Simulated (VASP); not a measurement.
# La2Zn5Pb in VASP: further runs

Runs on La2Zn5Pb. Level: PBE. Tasks: single point.

Everything below comes from runs of VASP 6.6.1. Logs are shortened: lines on timing, memory, paths and dates and some standing lists are left out, and cuts for length are marked.

## (1) The cell of the first run

The cell holds a disordered packing, 16 atoms: a = 8.057 Å, b = 7.204 Å, c = 6.640 Å, α = 74.72°, β = 87.63°, γ = 95.97°.

## (2) Single point, PBE

The input, INCAR:

```
PREC = Accurate
ENCUT = 520
EDIFF = 1E-7
ISMEAR = -1
SIGMA = 0.1
LREAL = Auto
LASPH = True
NELM = 100
ALGO = Normal
ISIF = 2
LWAVE = False
LCHARG = False
GGA = PE
NBANDS = 110
```

The input, KPOINTS:

```
Automatic mesh
0
Gamma
  2 2 3
```

The input, POSCAR:

```
La2Zn5Pb
1.0
    7.9741380000     -0.5935480000     -0.9859320000
   -0.1063630000      7.1375270000      0.9693320000
    1.1450340000      0.9038430000      6.4777290000
La Pb Zn
4 2 10
Direct
    0.1325624428      0.3879209265      0.2938962693
    0.6222283783      0.1324485395      0.0063156797
    0.6550804355      0.8283169635      0.5067871202
    0.3485441771      0.4575644320      0.7795205714
    0.9826256059      0.2780076791      0.7638983183
    0.8816056211      0.8857547301      0.8558432730
    0.7380918486      0.2978392796      0.3881105906
    0.5055438007      0.4488761641      0.1853593722
    0.8395701139      0.5054870183      0.9530714081
    0.0353234568      0.6867110509      0.6174982822
    0.4674735041      0.1473669075      0.5986146731
    0.1662466776      0.0212407589      0.6302697399
    0.3405954633      0.9899108507      0.3279655110
    0.1811279984      0.7799014653      0.9721449358
    0.0353767146      0.9716402081      0.2831250101
    0.8754232619      0.6726795484      0.2387818316
```

Potentials or basis: VASP PAW PBE potentials, release 64 (La, Pb_d, Zn).

Started as:

```sh
> cat potpaw_PBE.64/La/POTCAR potpaw_PBE.64/Pb_d/POTCAR potpaw_PBE.64/Zn/POTCAR > POTCAR
> mpirun -np 1 vasp_std > vasp.out
```

OUTCAR:

```text
PREC = Accurate
   ENCUT = 520
   EDIFF = 1E-7
   ISMEAR = -1
   LREAL = Auto
   LASPH = True
   NELM = 100
   ISIF = 2
   GGA = PE

 ion  position               nearest neighbor table
   1  0.133  0.388  0.294-   8 3.02  12 3.02  16 3.03  14 3.04  15 3.04   5 3.16   7 3.18   9 3.36
                             4 3.66
   2  0.622  0.132  0.006-  13 2.95   9 2.98  11 3.01   8 3.05   6 3.17   5 3.20   7 3.21   4 3.48
                             3 3.50
   3  0.655  0.828  0.507-  16 2.96  13 3.05  11 3.05   6 3.09   7 3.25  15 3.29   4 3.50   2 3.50

   4  0.349  0.458  0.780-   8 3.01  11 3.02   5 3.11  10 3.23  14 3.30   2 3.48   3 3.50   1 3.66

   5  0.983  0.278  0.764-   9 2.64   6 2.76  12 2.78  10 2.83   4 3.11   1 3.16   2 3.20   7 3.23

   6  0.882  0.886  0.856-  16 2.60   9 2.63  12 2.63  14 2.69  10 2.74   5 2.76   3 3.09   2 3.17
                            15 3.32
   7  0.738  0.298  0.388-  11 2.52   8 2.52  16 2.72   9 2.92   1 3.18   2 3.21   5 3.23   3 3.25

   8  0.506  0.449  0.185-   7 2.52   9 2.98  11 3.00   4 3.01   1 3.02   2 3.05
   9  0.840  0.505  0.953-  16 2.51   6 2.63  10 2.63   5 2.64   7 2.92   2 2.98   8 2.98   1 3.36

  10  0.035  0.687  0.617-  12 2.55  15 2.60   9 2.63   6 2.74   5 2.83  14 2.88  16 2.89   4 3.23

  11  0.467  0.147  0.599-  12 2.48   7 2.52  13 2.56   8 3.00   2 3.01   4 3.02   3 3.05
  12  0.166  0.021  0.630-  13 2.47  11 2.48  14 2.49  10 2.55   6 2.63  15 2.67   5 2.78   1 3.02

  13  0.341  0.990  0.328-  12 2.47  15 2.48  11 2.56   2 2.95   3 3.05
  14  0.181  0.780  0.972-  12 2.49   6 2.69  10 2.88  16 2.88  15 3.03   1 3.04   4 3.30
  15  0.035  0.972  0.283-  13 2.48  16 2.48  10 2.60  12 2.67  14 3.03   1 3.04   3 3.29   6 3.32

  16  0.875  0.673  0.239-  15 2.48   9 2.51   6 2.60   7 2.72  14 2.88  10 2.89   3 2.96   1 3.03

  LATTYP: Found a triclinic cell.
 ALAT       =    18.6238209373
 B/A-ratio  =     0.9220856546
 C/A-ratio  =     1.2412474516
 COS(alpha) =     0.0027986630
 COS(beta)  =     0.6896883936
 COS(gamma) =     0.7243135587

  Lattice vectors:

 A1 = (   5.7904330000,  -9.5387610000, -14.9107220000)
 A2 = (  14.8032420000,  -2.0909390000,  -8.4495930000)
 A3 = ( -10.0514800000, -15.4891920000, -13.9081900000)

Analysis of symmetry for initial positions (statically):
=====================================================================
 Subroutine PRICEL returns:
 Original cell was already a primitive cell.

 Routine SETGRP: Setting up the symmetry group for a
 triclinic supercell.

 Subroutine GETGRP returns: Found  1 space group operations
 (whereof  1 operations were pure point group operations)
 out of a pool of  2 trial point group operations.

The static configuration has the point symmetry C_1 .

Analysis of symmetry for dynamics (positions and initial velocities):
=====================================================================
 Subroutine PRICEL returns:
 Original cell was already a primitive cell.

 Routine SETGRP: Setting up the symmetry group for a
 triclinic supercell.

 Subroutine GETGRP returns: Found  1 space group operations
 (whereof  1 operations were pure point group operations)
 out of a pool of  2 trial point group operations.

The dynamic configuration has the point symmetry C_1 .

 Subroutine INISYM returns: Found  1 space group operations
 (whereof  1 operations are pure point group operations),
 and found     1 'primitive' translations

----------------------------------------------------------------------------------------

                                     Primitive cell

  volume of cell :     368.7824

  direct lattice vectors                    reciprocal lattice vectors
     7.974138000 -0.593548000 -0.985932000     0.122996206  0.004877968 -0.022422018
    -0.106363000  7.137527000  0.969332000     0.008009371  0.143128371 -0.021386597
     1.145034000  0.903843000  6.477729000     0.017521906 -0.020675389  0.154162690

  length of vectors
     8.056751081  7.203832958  6.639955424     0.125118377  0.144938839  0.156526751

  position of ions in fractional coordinates (direct lattice)
     0.132562443  0.387920927  0.293896269
     0.622228378  0.132448539  0.006315680
     0.655080435  0.828316964  0.506787120
     0.348544177  0.457564432  0.779520571
     0.982625606  0.278007679  0.763898318
     0.881605621  0.885754730  0.855843273
[... 8 lines left out ...]
     0.035376715  0.971640208  0.283125010
     0.875423262  0.672679548  0.238781832

  ion indices of the primitive-cell ions
   primitive index   ion index
                 1           1
                 2           2
                 3           3
                 4           4
                 5           5
                 6           6
[... 8 lines left out ...]
                15          15
                16          16

----------------------------------------------------------------------------------------

 KPOINTS: Automatic mesh

Automatic generation of k-mesh.
 Grid dimensions read from file:
 generate k-points for:    2    2    3

 Generating k-lattice:

  Cartesian coordinates                     Fractional coordinates (reciprocal lattice)
     0.061498103  0.002438984 -0.011211009     0.500000000  0.000000000  0.000000000
     0.004004685  0.071564186 -0.010693298     0.000000000  0.500000000  0.000000000
     0.005840635 -0.006891796  0.051387563     0.000000000 -0.000000000  0.333333333

  Length of vectors
     0.062559188  0.072469420  0.052175584

  Shift w.r.t. Gamma in fractional coordinates (k-lattice)
     0.000000000  0.000000000  0.000000000

 Subroutine IBZKPT returns following result:
 ===========================================

 Found      8 irreducible k-points:

 Following reciprocal coordinates:
            Coordinates               Weight
  0.000000  0.000000  0.000000      1.000000
  0.500000  0.000000  0.000000      1.000000
 -0.000000  0.500000 -0.000000      1.000000
  0.500000  0.500000  0.000000      1.000000
  0.000000  0.000000  0.333333      2.000000
  0.500000  0.000000  0.333333      2.000000
 -0.000000  0.500000  0.333333      2.000000
  0.500000  0.500000  0.333333      2.000000
   k-points           NKPTS =      8   k-points in BZ     NKDIM =      8   number of bands    NBANDS=    110
   number of dos      NEDOS =    301   number of ions     NIONS =     16
   total plane-waves  NPLWV = 162000
   dimension x,y,z NGX =    60 NGY =   54 NGZ =   50
   dimension x,y,z NGXF=   120 NGYF=  108 NGZF=  100
   ions per type =               4   2  10
   NGX,Y,Z   is equivalent  to a cutoff of  12.38, 12.46, 12.52 a.u.
   NGXF,Y,Z  is equivalent  to a cutoff of  24.76, 24.92, 25.04 a.u.
 SYSTEM =  unknown system
   PREC   = accura    normal or accurate (medium, high low for compatibility)
   ISTART =      0    job   : 0-new  1-cont  2-samecut
   ICHARG =      2    charge: 1-file 2-atom 10-const
   ISPIN  =      1    spin polarized calculation?
   LNONCOLLINEAR =      F non collinear calculations
   LSORBIT =      F    spin-orbit coupling
   LASPH  =      T    aspherical Exc in radial PAW
   ENCUT  =  520.0 eV  38.22 Ry    6.18 a.u.  14.98 13.39 12.35*2*pi/ulx,y,z
   NELM   =    100;   NELMIN=  2; NELMDL= -5     # of ELM steps
   EDIFF  = 0.1E-06   stopping-criterion for ELM
   LREAL  =      T    real-space projection
   EDIFFG = 0.1E-05   stopping-criterion for IOM
   NSW    =      0    number of steps for IOM
   IBRION =     -1    ionic relax: 0-MD 1-quasi-New 2-CG
   NFREE  =      0    steps in history (QN), initial steepest desc. (CG)
   ISIF   =      2    stress and relaxation
   ISYM   =      2    0-nonsym 1-usesym 2-fastsym
   POTIM  = 0.5000    time-step for ionic-motion
   TEBEG  =    0.0;   TEEND  =   0.0 temperature during run
   PSTRESS=    0.0 pullay stress
   NELECT =     192.0000    total number of electrons
   NUPDOWN=      -1.0000    fix difference up-down
   EMIN   =  10.00;   EMAX   =-10.00  energy-range for DOS
   EFERMI =   0.00;   METHOD = LEGACY
   ISMEAR =    -1;   SIGMA  =   0.10  broadening in eV -4-tet -1-fermi 0-gaus
   EFERMI_NEDOS =   21; number of points for ismear=-14 and -15
   IALGO  =     38    algorithm
   IMIX   =      4    mixing-type and parameters
     AMIX     =   0.40;   BMIX     =  1.00
     AMIX_MAG =   1.60;   BMIX_MAG =  1.00
  volume/ion in A,a.u.               =      23.05       155.54
  Fermi-wavevector in a.u.,A,eV,Ry     =   1.316998  2.488766 23.599089  1.734484
  Thomas-Fermi vector in A             =   2.447070
   LORBIT       =      0    0 simple, 1 ext, 2 COOP (PROOUT), +10 PAW based schemes
   GGA     = PE    functional components
   LHFCALC =     F    Hartree Fock is set to
   AEXX    =    0.0000 exact exchange contribution
   IVDW    =     0    specifies the selected vdW correction
   LEPSILON=     F    determine dielectric tensor
   LRPA    =     F    only Hartree local field effects (RPA)
 non-spin polarized calculation
  energy-cutoff  :      520.00
  volume of cell :      368.78
 maximum number of plane-waves:      9966
 NGX is ok and might be reduce to    60
   NGX = 29   NGY = 27   NGZ = 25

 number of electron     192.0000010 magnetization

 Free energy of the ion-electron system (eV)
  ---------------------------------------------------
  ext. energy  EPLUGINS =         0.00000000
  ---------------------------------------------------
  free energy    TOTEN  =       -35.71587670 eV

  energy without entropy =      -35.40603961  energy(sigma->0) =      -35.56095816

 E-fermi :   5.4141     XC(G=0): -10.2921

 val. band max:        5.3821548100   @ k =   0.0000   0.0000   0.3333
 cond. band min:       5.4588047540   @ k =   0.5000   0.0000   0.0000
 fundamental gap:      0.0766499439
 Fermi energy:         5.4141225100

 k-point     1 :       0.0000    0.0000    0.0000
  band No.  band energies     occupation
      1     -27.5930      2.00000
      2     -27.5043      2.00000
      3     -27.3062      2.00000
      4     -27.2999      2.00000
      5     -12.3372      2.00000
      6     -12.1731      2.00000
[... 100 lines left out ...]
    107       6.8903      0.00000
    108       7.0040      0.00000
[... 775 lines left out ...]
    107       6.9169      0.00000
    108       6.9664      0.00000
 [bands above 108 left out]

------------------------ aborting loop because EDIFF is reached ----------------------------------------

  FORCE on cell =-STRESS in cart. coord.  units (eV):
  Direction    XX          YY          ZZ          XY          YZ          ZX
  --------------------------------------------------------------------------------------
  -------------------------------------------------------------------------------------
  Total       17.8311892     19.2814398     16.6205738     -0.2471725     -1.9613218     -3.7536053
  in kB       77.4676981     83.7683197     72.2081729     -1.0738422     -8.5209733    -16.3075588
  external PRESSURE =      77.8147303 kB  Pullay stress =       0.0000000 kB

 VOLUME and BASIS-vectors are now :
 -----------------------------------------------------------------------------
  energy-cutoff  :      520.00
  volume of cell :      368.78
      direct lattice vectors                 reciprocal lattice vectors
     7.974138000 -0.593548000 -0.985932000     0.122996206  0.004877968 -0.022422018
    -0.106363000  7.137527000  0.969332000     0.008009371  0.143128371 -0.021386597
     1.145034000  0.903843000  6.477729000     0.017521906 -0.020675389  0.154162690

 POSITION                                       TOTAL-FORCE (eV/Angst)
 -----------------------------------------------------------------------------------
      1.35233      2.95575      2.14911         0.147094      0.446623     -0.708946
      4.95488      0.58174     -0.44418        -0.448248     -0.971172      0.310063
      5.71589      5.98137      3.43988        -0.000151     -0.613757     -0.229917
      3.62325      3.76357      5.14941         0.144595      0.448147     -0.225586
      8.68071      2.09150      4.24901         0.141838      1.683586      0.220327
      7.91580      6.57237      5.53331        -1.837298     -0.339377      0.519971
[... 8 lines left out ...]
      0.50294      7.17001      2.74097        -0.471406      0.015544     -0.352894
      7.18261      4.49748      1.33571        -0.037850     -0.484800      1.090137
 -----------------------------------------------------------------------------------
    total drift:                                0.009526      0.003889      0.002528

  FREE ENERGIE OF THE ION-ELECTRON SYSTEM (eV)
  ---------------------------------------------------
  free  energy   TOTEN  =       -35.7158767032 eV

  energy  without entropy=      -35.4060396081  energy(sigma->0) =      -35.56095816
```

Run time: 8.3 min. Hardware: 1 thread of Intel Xeon 6975P-C (Granite Rapids), shared host; peak memory 0.53 GiB.

Results:

| Property | Result |
| --- | --- |
| Free energy | -35.7159 eV |
| Pressure | 7.8 GPa |
| Largest force | 1.939 eV/Å |
| Band gap on the k mesh | zero (bands 96 and 97 overlap by 0.16 eV) |

Forces in eV/Å, atoms in the order of the input:
```
La   0.147  0.447 -0.709
La  -0.448 -0.971  0.310
La   0.000 -0.614 -0.230
La   0.145  0.448 -0.226
Pb   0.142  1.684  0.220
Pb  -1.837 -0.339  0.520
Zn   0.410  0.157  0.307
Zn   0.326  0.661  0.402
Zn  -0.688 -0.366  0.513
Zn   0.302 -0.516 -0.856
Zn  -0.057  0.235 -0.547
Zn   1.146  0.119 -0.324
Zn  -0.384 -0.321 -0.429
Zn   1.306 -0.154  0.310
Zn  -0.471  0.016 -0.353
Zn  -0.038 -0.485  1.090
```

Caveat: the k points lie up to 0.46 Å⁻¹ apart; spin-orbit coupling is left out, which moves the levels of the heavy elements.

(Continued in part 2 of 2.)
